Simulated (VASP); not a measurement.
CdSe: single point with PBE

CdSe:

```xyz
2
Lattice="0.0000 3.0984 3.0984 3.0984 0.0000 3.0984 3.0984 3.0984 0.0000" Properties=species:S:1:pos:R:3 pbc="T T T"
Cd    0.0000    0.0000    0.0000
Se    1.5492    1.5492    1.5492
```

| Quantity | Value |
| --- | --- |
| Program | VASP 6.6.1 |
| Task | single point |
| Functional | PBE |
| Potentials or basis | VASP PAW PBE potentials, release 64 (Cd, Se) |
| Cutoff | 520 eV |
| k mesh | 8 × 8 × 8 |
| Occupations | fermi-dirac, width 0.02 eV |
| Spin | no spin polarisation |
| Dipole correction | no |
| Further INCAR settings | ALGO = Normal; EDIFF = 1e-07; NBANDS = 16 |

```yaml
Pressure: 0.2 GPa
Band_gap_on_the_k_mesh: 0.49 eV, direct
```

Levels at points of the mesh, in eV from the valence-band top:
| k point | band 7 | band 8 | band 9 | band 10 | band 11 | band 12 |
| --- | --- | --- | --- | --- | --- | --- |
| (0.00, 0.00, 0.00) | 0.00 | 0.00 | 0.00 | 0.49 | 5.93 | 5.93 |
| (0.50, 0.00, 0.00) | -4.07 | -0.67 | -0.67 | 2.32 | 6.42 | 6.42 |
| (0.50, 0.50, 0.00) | -3.83 | -1.67 | -1.67 | 3.24 | 3.69 | 8.86 |

Run time: 20 s on 1 thread of AMD EPYC 9R45 96-Core Processor (Zen 5), on a shared host, peak memory 0.18 GiB.

Expect the measured gap to be larger: semilocal functionals such as PBE lack the derivative discontinuity.
